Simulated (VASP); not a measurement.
## Ag: single point with PBEsol

The system is Ag.

```
Ag
1.0
     2.81235    0.00000    0.00000
    -1.40617    2.43556    0.00000
     0.00000    0.00000    9.14743
Ag
4
Cartesian
  0.0000 1.6237 2.2869
  1.4062 0.8119 6.8606
  0.0000 0.0000 0.0000
  0.0000 0.0000 4.5737
```

This isn't the form of Ag at room conditions, which is fcc.

```yaml
Program: VASP 6.6.1
Task: single point
Functional: PBEsol
Potentials_or_basis: VASP PAW PBE potentials, release 64 (Ag)
Cutoff: 520 eV
k_mesh: 18 × 18 × 4
Occupations: gaussian, width 0.1 eV
Spin: no spin polarisation
```

| Property | Result |
| --- | --- |
| Pressure | 8.5 GPa |
| Band gap on the k mesh | zero (bands 22 and 23 overlap by 6.71 eV) |

Levels at points of the mesh, in eV from the Fermi level:
| k point | band 19 | band 20 | band 21 | band 22 | band 23 | band 24 | band 25 | band 26 |
| --- | --- | --- | --- | --- | --- | --- | --- | --- |
| (0.00, 0.00, 0.00) | -3.76 | -3.49 | -3.49 | -3.03 | -3.03 | -0.67 | 4.13 | 11.82 |
| (0.50, 0.00, 0.00) | -2.81 | -2.77 | -0.44 | 0.53 | 1.09 | 1.63 | 4.77 | 4.84 |
| (0.00, 0.00, 0.50) | -3.22 | -3.22 | -3.22 | -3.22 | -2.76 | -2.76 | 7.05 | 7.05 |
| (0.50, 0.00, 0.50) | -2.82 | -2.82 | 0.13 | 0.13 | 1.44 | 1.44 | 5.14 | 5.14 |

Wall time 5.5 min on 1 thread of Intel Xeon 8259CL (shared host), peak memory 0.3 GiB.

Caveat: the cell stands under pressure; the PAW data sets were made with another functional, which shifts forces and pressure a little.
